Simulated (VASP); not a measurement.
# BaF2 (Fm-3m) in VASP: further runs

Runs on BaF2. Level: PBEsol. Tasks: electric field gradients, vibrations by perturbation theory.

All numbers are computed with VASP 6.6.1; they aren't measurements. Logs are shortened: lines on timing, memory, paths and dates and some standing lists are left out, and cuts for length are marked.

## Step 1: The cell of the first run

The structure is cubic, space group Fm-3m (No. 225). The conventional cell has a = 6.136 Å, b = 6.136 Å, c = 6.136 Å, α = 90.00°, β = 90.00°, γ = 90.00°. Within 3.5 Å of Ba (site symmetry m-3m) lie 8 F at 2.66 Å. Within 3.5 Å of F (site symmetry -43m) lie 4 Ba at 2.66 Å and 6 F at 3.07 Å.

## Step 2: Electric field gradients, PBEsol

INCAR

```
  PREC = Accurate
  ENCUT = 520
  EDIFF = 1E-8
  ISMEAR = 0
  SIGMA = 0.05
  LREAL = F
  LASPH = T
  NELM = 120
  ALGO = Normal
  ISIF = 2
  LWAVE = F
  LCHARG = F
  GGA = PS
  LEFG = T
  NBANDS = 19
  GGA_COMPAT = F
```

KPOINTS

```
Automatic mesh
0
Gamma
  10 10 10
```

POSCAR

```
BaF2
1.0
    0.0000000000      3.0681251004      3.0681251004
    3.0681251004      0.0000000000      3.0681251004
    3.0681251004      3.0681251004      0.0000000000
Ba F
1 2
Direct
    0.0000000000      0.0000000000      0.0000000000
    0.2500000000      0.2500000000      0.2500000000
    0.7500000000      0.7500000000      0.7500000000
```

Potentials or basis: VASP PAW PBE potentials, release 64 (Ba_sv, F).

Run with:

```
$ cat potpaw_PBE.64/Ba_sv/POTCAR potpaw_PBE.64/F/POTCAR > POTCAR
$ mpirun -np 1 vasp_std > vasp.out
```

OUTCAR:

```text
PREC = Accurate
   ENCUT = 520
   EDIFF = 1E-8
   ISMEAR = 0
   LREAL = F
   LASPH = T
   NELM = 120
   ISIF = 2
   GGA = PS

 ion  position               nearest neighbor table
   1  0.000  0.000  0.000-   2 2.66   3 2.66   3 2.66   3 2.66   3 2.66   2 2.66   2 2.66   2 2.66

   2  0.250  0.250  0.250-   1 2.66   1 2.66   1 2.66   1 2.66
   3  0.750  0.750  0.750-   1 2.66   1 2.66   1 2.66   1 2.66

  LATTYP: Found a face centered cubic cell.
 ALAT       =     6.1362502008

  Lattice vectors:

 A1 = (   0.0000000000,   3.0681251004,   3.0681251004)
 A2 = (   3.0681251004,   0.0000000000,   3.0681251004)
 A3 = (   3.0681251004,   3.0681251004,   0.0000000000)

Analysis of symmetry for initial positions (statically):
=====================================================================
 Subroutine PRICEL returns:
 Original cell was already a primitive cell.

 Routine SETGRP: Setting up the symmetry group for a
 face centered cubic supercell.

 Subroutine GETGRP returns: Found 48 space group operations
 (whereof 48 operations were pure point group operations)
 out of a pool of 48 trial point group operations.

The static configuration has the point symmetry O_h .

Analysis of symmetry for dynamics (positions and initial velocities):
=====================================================================
 Subroutine PRICEL returns:
 Original cell was already a primitive cell.

 Routine SETGRP: Setting up the symmetry group for a
 face centered cubic supercell.

 Subroutine GETGRP returns: Found 48 space group operations
 (whereof 48 operations were pure point group operations)
 out of a pool of 48 trial point group operations.

The dynamic configuration has the point symmetry O_h .

 Subroutine INISYM returns: Found 48 space group operations
 (whereof 48 operations are pure point group operations),
 and found     1 'primitive' translations

----------------------------------------------------------------------------------------

                                     Primitive cell

[... 129 lines left out ...]

 number of electron      23.9999989 magnetization

 Free energy of the ion-electron system (eV)
  ---------------------------------------------------
  ext. energy  EPLUGINS =         0.00000000
  ---------------------------------------------------
  free energy    TOTEN  =       -17.63526272 eV

  energy without entropy =      -17.63526272  energy(sigma->0) =      -17.63526272

 E-fermi :  -1.7797     XC(G=0):  -9.0621

 val. band max:       -2.0602776051   @ k =  -0.2000   0.2000   0.0000
 cond. band min:       4.6940252238   @ k =   0.0000   0.0000   0.0000
 fundamental gap:      6.7543028289
 Fermi energy:        -1.7796508531

 k-point     1 :       0.0000    0.0000    0.0000
  band No.  band energies     occupation
      1     -25.0684      2.00000
      2     -20.9169      2.00000
      3     -20.8306      2.00000
      4      -9.8486      2.00000
      5      -9.8486      2.00000
      6      -9.8486      2.00000
[... 505 lines left out ...]
      6      -9.7266      2.00000
[... 11 lines left out ...]
     18      10.1094      0.00000
     19      12.8240      0.00000

 [... further k-points ...]

------------------------ aborting loop because EDIFF is reached ----------------------------------------

  FORCE on cell =-STRESS in cart. coord.  units (eV):
  Direction    XX          YY          ZZ          XY          YZ          ZX
  --------------------------------------------------------------------------------------
  -------------------------------------------------------------------------------------
  Total        0.4715167      0.4715167      0.4715167      0.0000000      0.0000000     -0.0000000
  in kB       13.0785176     13.0785176     13.0785176      0.0000000      0.0000000     -0.0000000
  external PRESSURE =      13.0785176 kB  Pullay stress =       0.0000000 kB

 VOLUME and BASIS-vectors are now :
 -----------------------------------------------------------------------------
  energy-cutoff  :      520.00
  volume of cell :       57.76
      direct lattice vectors                 reciprocal lattice vectors
     0.000000000  3.068125100  3.068125100    -0.162965976  0.162965976  0.162965976
     3.068125100  0.000000000  3.068125100     0.162965976 -0.162965976  0.162965976
     3.068125100  3.068125100  0.000000000     0.162965976  0.162965976 -0.162965976

 POSITION                                       TOTAL-FORCE (eV/Angst)
 -----------------------------------------------------------------------------------
      0.00000      0.00000      0.00000        -0.000000     -0.000000      0.000000
      1.53406      1.53406      1.53406         0.000000      0.000000     -0.000000
      4.60219      4.60219      4.60219        -0.000000     -0.000000      0.000000
 -----------------------------------------------------------------------------------
    total drift:                               -0.000000     -0.000000      0.000000

  FREE ENERGIE OF THE ION-ELECTRON SYSTEM (eV)
  ---------------------------------------------------
  free  energy   TOTEN  =       -17.6352627151 eV

  energy  without entropy=      -17.6352627151  energy(sigma->0) =      -17.63526272

 Electric field gradients (V/A^2)
---------------------------------------------------------------------
 ion       V_xx      V_yy      V_zz      V_xy      V_xz      V_yz
---------------------------------------------------------------------
   1      -0.000    -0.000     0.000     0.000     0.000     0.000
   2      -0.000    -0.000     0.000     0.008     0.008     0.008
   3      -0.000    -0.000     0.000     0.008     0.008     0.008
---------------------------------------------------------------------

 Electric field gradients after diagonalization (V/A^2)
 (convention: |V_zz| > |V_xx| > |V_yy|)
----------------------------------------------------------------------
 ion       V_xx      V_yy      V_zz     asymmetry (V_yy - V_xx)/ V_zz
----------------------------------------------------------------------
   1      -0.000    -0.000     0.000       0.000
   2      -0.008    -0.008     0.017       0.000
   3      -0.008    -0.008     0.017       0.000
----------------------------------------------------------------------

           NMR quadrupolar parameters

 Cq : quadrupolar parameter    Cq=e*Q*V_zz/h
 eta: asymmetry parameters     (V_yy - V_xx)/ V_zz
 Q  : nuclear electric quadrupole moment in mb (millibarn)
----------------------------------------------------------------------
 ion       Cq(MHz)       eta       Q (mb)
----------------------------------------------------------------------
   1       0.000       0.000       1.000
   2       0.000       0.000       1.000
   3       0.000       0.000       1.000
----------------------------------------------------------------------
```

Run time: 25 s. Hardware: 1 thread of Intel Xeon Platinum 8488C (Sapphire Rapids), shared host; peak memory 0.2 GiB.

What came out:

| Quantity | Value |
| --- | --- |
| Free energy | -17.6353 eV |
| Pressure | 1.3 GPa |
| Band gap on the k mesh | 6.75 eV (least direct gap 6.85 eV) |
| Largest electric field gradient by atom | under 0.05 V/Å² on every atom |

Levels at points of the mesh, in eV from the valence-band top:
| k point | band 9 | band 10 | band 11 | band 12 | band 13 | band 14 | band 15 | band 16 |
| --- | --- | --- | --- | --- | --- | --- | --- | --- |
| (0.00, 0.00, 0.00) | -1.63 | -0.10 | -0.10 | -0.10 | 6.75 | 9.22 | 9.22 | 11.57 |
| (0.50, 0.00, 0.00) | -0.72 | -0.36 | -0.17 | -0.17 | 9.18 | 9.24 | 9.24 | 9.80 |
| (0.50, 0.50, 0.00) | -0.41 | -0.31 | -0.31 | -0.16 | 7.22 | 9.05 | 10.82 | 12.15 |

Caveat: the PAW data sets were made with another functional, which shifts forces and pressure a little; spin-orbit coupling is left out, which moves the levels of the heavy elements.

## Step 3: Vibrations by perturbation theory, PBEsol

INCAR

```
SYSTEM = BaF2
PREC     = Accurate       ! precision mode
ENCUT    = 600            ! plane-wave cutoff, eV
EDIFF    = 1E-8           ! SCF threshold, eV
ISMEAR   = 0              ! smearing method
SIGMA    = 0.05           ! smearing width, eV
LREAL    = .False.        ! projectors in reciprocal space
LASPH    = .True.         ! aspherical terms in the spheres
NELM     = 120            ! most SCF steps
ALGO     = Normal         ! electronic algorithm
ISIF     = 2              ! what is computed and relaxed
LWAVE    = .False.        ! write WAVECAR
LCHARG   = .True.         ! write CHGCAR
GGA      = PS             ! functional
IBRION   = 8              ! ionic algorithm
NSW      = 1              ! ionic steps
GGA_COMPAT= .False.
```

KPOINTS

```
Automatic mesh
0
Gamma
  6 6 6
  0 0 0
```

POSCAR is that of step 2.

Potentials or basis: VASP PAW PBE potentials, release 64 (Ba_sv, F).

Run with:

```
$ cat potpaw_PBE.64/Ba_sv/POTCAR potpaw_PBE.64/F/POTCAR > POTCAR
$ mpirun -np 1 vasp_std > vasp.out
```

OUTCAR:

```text
SYSTEM = BaF2
   PREC = Accurate
   ENCUT = 600
   EDIFF = 1E-8
   ISMEAR = 0
   LREAL = .False.
   LASPH = .True.
   NELM = 120
   ISIF = 2
   GGA = PS
   IBRION = 8
   NSW = 1

 ion  position               nearest neighbor table
   1  0.000  0.000  0.000-   2 2.66   3 2.66   3 2.66   3 2.66   3 2.66   2 2.66   2 2.66   2 2.66

   2  0.250  0.250  0.250-   1 2.66   1 2.66   1 2.66   1 2.66
   3  0.750  0.750  0.750-   1 2.66   1 2.66   1 2.66   1 2.66
[... 564 lines left out ...]
  2Z     0.000000    0.000000    2.084257    0.000000    0.000000   -3.285482    0.000000    0.000000    1.201225
  3X     2.084257    0.000000    0.000000    1.201225    0.000000    0.000000   -3.285482    0.000000    0.000000
  3Y     0.000000    2.084257    0.000000    0.000000    1.201225    0.000000    0.000000   -3.285482    0.000000
  3Z     0.000000    0.000000    2.084257    0.000000    0.000000    1.201225    0.000000    0.000000   -3.285482

 Eigenvectors and eigenvalues of the dynamical matrix
 ----------------------------------------------------

   1 f  =    7.597324 THz    47.735395 2PiTHz  253.419453 cm-1    31.419994 meV
             X         Y         Z           dx          dy          dz
      0.000000  0.000000  0.000000     0.000000    0.000000   -0.000000
      1.534063  1.534063  1.534063    -0.635312    0.310449   -0.000000
      4.602188  4.602188  4.602188     0.635312   -0.310449   -0.000000
[... 43 lines left out ...]
   9 f/i=    0.019511 THz     0.122592 2PiTHz    0.650821 cm-1     0.080691 meV
             X         Y         Z           dx          dy          dz
      0.000000  0.000000  0.000000    -0.385082    0.795137    0.000000
      1.534063  1.534063  1.534063    -0.144388    0.298139   -0.000000
      4.602188  4.602188  4.602188    -0.144388    0.298139   -0.000000

--------------------------------------------------------------------------------------------------------

 ELASTIC MODULI CONTR FROM IONIC RELAXATION (kBar)
 Direction    XX          YY          ZZ          XY          YZ          ZX
 --------------------------------------------------------------------------------
 XX          -0.0000      0.0000      0.0000      0.0000     -0.0000      0.0000
 YY           0.0000     -0.0000     -0.0000      0.0000      0.0000     -0.0000
 ZZ           0.0000     -0.0000     -0.0000     -0.0000      0.0000      0.0000
 XY           0.0000      0.0000     -0.0000   -148.2095      0.0000      0.0000
 YZ          -0.0000      0.0000      0.0000      0.0000   -148.2095      0.0000
 ZX           0.0000     -0.0000      0.0000      0.0000      0.0000   -148.2095
 --------------------------------------------------------------------------------
```

OSZICAR:

```text
N       E                     dE             d eps       ncg     rms          rms(c)
DAV:   1     0.175256026826E+03    0.17526E+03   -0.14331E+04   512   0.157E+03
DAV:   2    -0.119682403279E+02   -0.18722E+03   -0.18140E+03   672   0.303E+02
[... 45 lines left out ...]
RMM:   7    -0.536792216758E+00   -0.67447E-05   -0.76914E-07  3139   0.437E-03    0.609E-04
RMM:   8    -0.536785562233E+00    0.66545E-05   -0.26133E-07  3201   0.157E-03    0.168E-04
RMM:   9    -0.536784514845E+00    0.10474E-05   -0.66213E-07  3448   0.622E-04    0.648E-05
RMM:  10    -0.536785072908E+00   -0.55806E-06    0.78561E-07  3099   0.231E-04    0.209E-05
RMM:  11    -0.536784874128E+00    0.19878E-06    0.11274E-07  3518   0.765E-05    0.951E-06
RMM:  12    -0.536784954950E+00   -0.80822E-07   -0.24523E-08  3159   0.297E-05    0.284E-06
RMM:  13    -0.536784953303E+00    0.16472E-08   -0.23646E-08  3499   0.108E-05    0.917E-07
 Linear response finished
```

stdout:

```text
POSCAR found type information on POSCAR BaF
 POSCAR found :  2 types and       3 ions
 scaLAPACK will be used
 -----------------------------------------------------------------------------
|                                                                             |
|                                                                             |
|     You enforced a specific xc type in the INCAR file but a different       |
|     I HOPE YOU KNOW WHAT YOU ARE DOING!                                     |
|                                                                             |
 -----------------------------------------------------------------------------

 LDA part: xc-table for (Slater+PW92), standard interpolation
 POSCAR, INCAR and KPOINTS ok, starting setup
 FFT: planning ... GRIDC
 FFT: planning ... GRID_SOFT
 FFT: planning ... GRID
 WAVECAR not read
 entering main loop
 Linear response reoptimize wavefunctions to high precision
 Linear response DOF=           2
 Linear response progress:
 first order change of Fermi-energy   0.40177E-04
 force on displaced ion       1 direction 1 :  -4.236   0.000   0.000
 Linear response progress:
 first order change of Fermi-energy  -0.34573E+00
 force on displaced ion       2 direction 1 :  -3.285  -0.000  -0.000
 Linear response finished
```

It took 1.7 min on 1 thread of Intel Xeon Platinum 8488C (Sapphire Rapids), shared host; peak memory 0.31 GiB.

Results:

- Highest phonon frequency at Γ, LO-TO splitting left out: 253 cm⁻¹

Phonon frequencies in cm⁻¹ (negative: imaginary):
| q point | frequencies |
| --- | --- |
| (0.000, 0.000, 0.000) | -1 -1 -1 196 196 196 253 253 253 |

Caveat: the cell stands under pressure or tension, which shifts response properties; the PAW data sets were made with another functional, which shifts forces and pressure a little; spin-orbit coupling is left out, which moves the levels of the heavy elements.

## Step 4: Vibrations by perturbation theory, PBEsol

INCAR

```
ALGO = Normal
EDIFF = 1E-8
ENCUT = 600
GGA = PS
GGA_COMPAT = F
IBRION = 8
ISIF = 2
ISMEAR = 0
LASPH = T
LCHARG = T
LEPSILON = T
LREAL = F
LWAVE = F
NELM = 120
NSW = 1
PREC = Accurate
SIGMA = 0.01
```

KPOINTS

```
k-points
0
Gamma
  10 10 10
```

POSCAR is that of step 3.

Potentials or basis: VASP PAW PBE potentials, release 64 (Ba_sv, F).

Run with:

```
$ cat potpaw_PBE.64/Ba_sv/POTCAR potpaw_PBE.64/F/POTCAR > POTCAR
$ mpirun -np 1 vasp_std > vasp.out
```

OUTCAR:

```text
EDIFF = 1E-8
   ENCUT = 600
   GGA = PS
   IBRION = 8
   ISIF = 2
   ISMEAR = 0
   LASPH = T
   LEPSILON = T
   LREAL = F
   NELM = 120
   NSW = 1
   PREC = Accurate

 ion  position               nearest neighbor table
   1  0.000  0.000  0.000-   2 2.66   3 2.66   3 2.66   3 2.66   3 2.66   2 2.66   2 2.66   2 2.66

   2  0.250  0.250  0.250-   1 2.66   1 2.66   1 2.66   1 2.66
   3  0.750  0.750  0.750-   1 2.66   1 2.66   1 2.66   1 2.66
[... 842 lines left out ...]
   9 f/i=    0.020055 THz     0.126008 2PiTHz    0.668957 cm-1     0.082940 meV
             X         Y         Z           dx          dy          dz
      0.000000  0.000000  0.000000     0.630837    0.618395    0.009262
      1.534063  1.534063  1.534063     0.236588    0.231921    0.003474
      4.602188  4.602188  4.602188     0.236588    0.231921    0.003474

--------------------------------------------------------------------------------------------------------

 MACROSCOPIC STATIC DIELECTRIC TENSOR IONIC CONTRIBUTION
 ------------------------------------------------------
           5.021894    -0.000000     0.000000
          -0.000000     5.021894     0.000000
           0.000000     0.000000     5.021894
 ------------------------------------------------------

 ELASTIC MODULI CONTR FROM IONIC RELAXATION (kBar)
 Direction    XX          YY          ZZ          XY          YZ          ZX
 --------------------------------------------------------------------------------
 XX          -0.0000     -0.0000      0.0000      0.0000     -0.0000     -0.0000
 YY          -0.0000     -0.0000      0.0000     -0.0000     -0.0000     -0.0000
 ZZ           0.0000      0.0000     -0.0000     -0.0000      0.0000      0.0000
 XY           0.0000     -0.0000     -0.0000   -148.6855     -0.0000      0.0000
 YZ          -0.0000     -0.0000      0.0000     -0.0000   -148.6855     -0.0000
 ZX          -0.0000     -0.0000      0.0000      0.0000     -0.0000   -148.6855
 --------------------------------------------------------------------------------

 PIEZOELECTRIC TENSOR IONIC CONTR  for field in x, y, z        (C/m^2)
          XX          YY          ZZ          XY          YZ          ZX
  --------------------------------------------------------------------------------
  x     0.00000     0.00000     0.00000    -0.00000     0.00000    -0.00000
  y     0.00000    -0.00000    -0.00000     0.00000    -0.00000     0.00000
  z    -0.00000     0.00000    -0.00000     0.00000     0.00000    -0.00000
```

It took 11 min on 1 thread of Intel Xeon Platinum 8488C (Sapphire Rapids), shared host; peak memory 0.66 GiB.

Results:

```yaml
Electronic_dielectric_tensor_diagonal: 2.41
Born_charges_mean_of_the_diagonal: Ba +2.60; F -1.30 e
Highest_phonon_frequency_at_Γ_LO-TO_splitting_left_out: 253 cm⁻¹
```

Phonon frequencies in cm⁻¹ (negative: imaginary):
| q point | frequencies |
| --- | --- |
| (0.000, 0.000, 0.000) | -1 -1 -1 195 195 195 253 253 253 |

Electronic dielectric tensor:
```
2.41 0.00 0.00
0.00 2.41 0.00
0.00 0.00 2.41
```

Born effective charge tensors (e):
atom 1, Ba
```
2.60 0.00 0.00
0.00 2.60 0.00
0.00 0.00 2.60
```
atom 2, F
```
-1.30  0.00  0.00
 0.00 -1.30  0.00
 0.00  0.00 -1.30
```
atom 3, F
```
-1.30  0.00  0.00
 0.00 -1.30  0.00
 0.00  0.00 -1.30
```

Caveat: the cell stands under pressure or tension, which shifts response properties; the PAW data sets were made with another functional, which shifts forces and pressure a little; spin-orbit coupling is left out, which moves the levels of the heavy elements.
